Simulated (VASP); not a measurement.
Input of a VASP 6.6.1 run:

File INCAR:

```
PREC = Accurate
ENCUT = 520
EDIFF = 1E-6
ISMEAR = 0
SIGMA = 0.1
LREAL = F
LASPH = T
NELM = 60
ALGO = Fast
ISIF = 2
LWAVE = F
LCHARG = F
GGA = PS
NBANDS = 21
```

The input KPOINTS:

```
regular mesh
0
Gamma
  24 24 12
```

POSCAR

```
Ru
1.0
    2.6356915774      0.0000000000      0.0000000000
   -1.3178457887      2.2825758626      0.0000000000
    0.0000000000      0.0000000000      4.3029663652
Ru
2
Direct
    0.3333333333      0.6666666667      0.2500000000
    0.6666666667      0.3333333333      0.7500000000
```

Potentials or basis: VASP PAW PBE potentials, release 64 (Ru_pv).

Command:

```bash
$ cat potpaw_PBE.64/Ru_pv/POTCAR > POTCAR
$ mpirun -np 1 vasp_std > vasp.out
```

Task: Estimate the pressure.

Result: 10.6 GPa.

Task: What does it give for the band gap on the k mesh?

Result: Zero (band 14 reaches 15.36 eV, above the bottom of band 15 at 11.98 eV).

Stress tensor (GPa, compression positive):
```
16.42  0.00  0.00
 0.00 16.42  0.00
 0.00  0.00 -1.08
```

Caveat: the cell differs from its parent crystal (biaxial strain in the a-b plane: -2.0 %); the PAW data sets were made with another functional, which shifts forces and pressure a little.
